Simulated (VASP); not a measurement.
Set up this calculation in VASP 6.6.1, as the native input.

| Item | Value |
| --- | --- |
| Task | single point |
| Functional | LDA |
| Potentials or basis | VASP PAW LDA potentials, release 64 (Ag) |
| Cutoff | 520 eV |
| k mesh | 17 × 17 × 17 |
| Occupations | fermi-dirac, width 0.1 eV |
| Spin | no spin polarisation |
| Dipole correction | no |
| Further INCAR settings | ALGO = Normal; EDIFF = 1e-07; NBANDS = 12 |

The structure of Ag lies in POSCAR:

```
Ag
1.0
   -1.3035958811      1.3035958811      1.3035958811
    1.3035958811     -1.3035958811      1.3035958811
    1.3035958811      1.3035958811     -1.3035958811
Ag
1
Direct
    0.0000000000      0.0000000000      0.0000000000
```

This cell differs from its parent crystal: volume scaled by 0.55.

One way to write it, as run:

INCAR

```
PREC     = Accurate       # precision mode
ENCUT    = 520            # plane-wave cutoff, eV
EDIFF    = 1E-7           # SCF threshold, eV
ISMEAR   = -1             # smearing method
SIGMA    = 0.1            # smearing width, eV
LREAL    = False          # projectors in reciprocal space
LASPH    = True           # aspherical terms in the spheres
NELM     = 100            # most SCF steps
ALGO     = Normal         # electronic algorithm
ISIF     = 2              # what is computed and relaxed
LWAVE    = False          # write WAVECAR
LCHARG   = False          # write CHGCAR
GGA      = CA             # functional
NBANDS   = 12             # bands
```

KPOINTS

```
Automatic mesh
0
Gamma
  17 17 17
```

Potentials or basis: VASP PAW LDA potentials, release 64 (Ag).

The run is started by

```bash
$ cat potpaw_LDA.64/Ag/POTCAR > POTCAR
$ mpirun -np 1 vasp_std > vasp.out
```

Results of the run:

The pressure is 414.5 GPa.

Wall time 39 s on 1 thread of AMD EPYC 7R13 (shared host), peak memory 0.1 GiB.
